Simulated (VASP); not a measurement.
Here is a VASP 6.6.1 calculation.

File INCAR:

```
SYSTEM = Ti3Al5
  PREC = Accurate
  ENCUT = 520
  EDIFF = 1E-6
  ISMEAR = 0
  SIGMA = 0.15
  LREAL = Auto
  LASPH = .True.
  NELM = 100
  ALGO = Fast
  ISIF = 2
  LWAVE = .False.
  LCHARG = .True.
  GGA = PS
  LELF = .True.
  LVHAR = .True.
  NBANDS = 65
```

KPOINTS

```
regular mesh
0
Gamma
  10 10 3
  0 0 0
```

Contents of POSCAR:

```
Ti3Al5
1.0
   -3.8832951200      0.0000000000      0.0000000000
    0.0000000000     -3.8832951200      0.0000000000
    0.0000000000      0.0000000000     16.5937699112
Ti Al
6 10
Direct
    1.0000000000      1.0000000000      0.2500000000
    1.0000000000      1.0000000000      0.7500000000
    0.5000000000      0.5000000000      0.5000000000
    0.5000000000      0.5000000000      0.0000000000
    0.5000000000      0.5000000000      0.2500000000
    0.5000000000      0.5000000000      0.7500000000
    0.0000000000      0.5000000000      0.1261758084
    0.0000000000      0.5000000000      0.6261758084
    0.0000000000      0.5000000000      0.3738241916
    0.0000000000      0.5000000000      0.8738241916
    0.5000000000      0.0000000000      0.1261758084
    0.5000000000      0.0000000000      0.6261758084
    0.5000000000      0.0000000000      0.3738241916
    0.5000000000      0.0000000000      0.8738241916
    0.0000000000      0.0000000000      0.5000000000
    0.0000000000      0.0000000000      0.0000000000
```

Potentials or basis: VASP PAW PBE potentials, release 64 (Ti_sv, Al).

Command:

```console
$ cat potpaw_PBE.64/Ti_sv/POTCAR potpaw_PBE.64/Al/POTCAR > POTCAR
$ mpirun -np 1 vasp_std > vasp.out
```

(1) Predict the largest force.

(2) What does it give for the pressure?

(3) What does it give for the band gap on the k mesh?

## Answers

(1) 0.004 eV/Å.

(2) 0.1 GPa.

(3) zero (band 51 reaches 8.84 eV, above the bottom of band 52 at 7.76 eV).

Caveat: the PAW data sets were made with another functional, which shifts forces and pressure a little.
